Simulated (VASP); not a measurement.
MgO, 2 atoms in the cell. Symmetry: Fm-3m, No. 225, cubic system. The conventional cell has a = 4.194 Å, b = 4.194 Å, c = 4.194 Å, α = 90.00°, β = 90.00°, γ = 90.00°. Mg (site symmetry m-3m) has 6 O at 2.10 Å within 2.8 Å. O (site symmetry m-3m) has 6 Mg at 2.10 Å within 2.8 Å. 

* Program: VASP 6.6.1
* Task: relaxation of cell and atoms
* Functional: revPBE
* Dispersion: D4
* Potentials or basis: VASP PAW PBE potentials, release 64 (Mg, O)
* Cutoff: 600 eV
* k mesh: 11 × 11 × 11
* Occupations: fermi-dirac, width 0.05 eV
* Spin: no spin polarisation
* Dipole correction: no
* Further INCAR settings: ALGO = Normal; EDIFF = 1e-06; IBRION = 2; EDIFFG = -0.01; NSW = 60; ISIF = 3

Potentials or basis: VASP PAW PBE potentials, release 64 (Mg, O).

The run is started by

```sh
$ cat potpaw_PBE.64/Mg/POTCAR potpaw_PBE.64/O/POTCAR > POTCAR
$ mpirun -np 1 vasp_std > vasp.out
```

Hardware: 1 thread of Intel(R) Xeon(R) 6975P-C (Granite Rapids), on a shared host.

Question: How long does it take, and how much memory?

Answer: Run time: 9.1 s on 1 thread of Intel(R) Xeon(R) 6975P-C (Granite Rapids) (shared host), peak memory 0.15 GiB. Counts: scf iterations 22, k points 56, ion steps 3.
